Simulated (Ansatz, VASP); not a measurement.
Sr: VASP beside Ansatz

File INCAR:

```
  ALGO = Fast
  EDIFF = 1E-6
  ENCUT = 520
  GGA = PS
  ISIF = 2
  ISMEAR = 0
  LASPH = T
  LCHARG = T
  LELF = T
  LREAL = F
  LVHAR = T
  LWAVE = F
  NBANDS = 17
  NELM = 100
  PREC = Accurate
  SIGMA = 0.15
```

KPOINTS

```
k-points
0
Gamma
  15 15 8
```

The input POSCAR:

```
Sr
1.0
    4.3746502240      0.0000000000      0.0000000000
   -2.1873251120      3.7885582266      0.0000000000
    0.0000000000      0.0000000000      7.2615000000
Sr
2
Direct
    0.3333333333      0.6666666667      0.2500000000
    0.6666666667      0.3333333333      0.7500000000
```

Input for Ansatz:

```yaml
crystal:
  lattice:
    - [4.374650224, 0.0, 0.0]
    - [-2.187325112, 3.7885582266, 0.0]
    - [0.0, 0.0, 7.2615]
  atoms:
    - { symbol: Sr, position: [0.3333333333, 0.6666666667, 0.25] }
    - { symbol: Sr, position: [0.6666666667, 0.3333333333, 0.75] }
basis:
  ecutwfc: 420
kpoints:
  mp_grid: { grid: [15, 15, 8] }
hamiltonian:
  xc: pbesol
scf:
  occupations: { method: gaussian, width: 0.15 }
output:
  forces: true
  stress: true
  eigenvalues: true
```

Change from the starting cell: strain +0.015 along x and y, +0.030 along z, atoms carried along.

Alike in both runs: task single point; functional PBEsol; k mesh 15 × 15 × 8; occupations gaussian, width 0.15 eV; no spin polarisation.

|  | VASP | Ansatz |
| --- | --- | --- |
| version | VASP 6.6.1 | Ansatz 0.2.0 |
| potentials or method | VASP PAW PBE potentials, release 64 (Sr_sv), cutoff 520 eV | scalar-relativistic, plane waves, PAW |
| valence electrons in the cell | 20 | 20 |

```tsv
	VASP	Ansatz	Ansatz less VASP
gap on the k mesh at the Fermi level (eV)	none	none	-
pressure (GPa)	-1.4	-1.4	-0.01
traceless stress, the component that is largest in VASP (GPa)	-0.14	-0.14	+0.001
```

VASP's potentials were made for PBE, not for PBEsol. A gap of «none» marks a metal or a gap that the smearing closes.
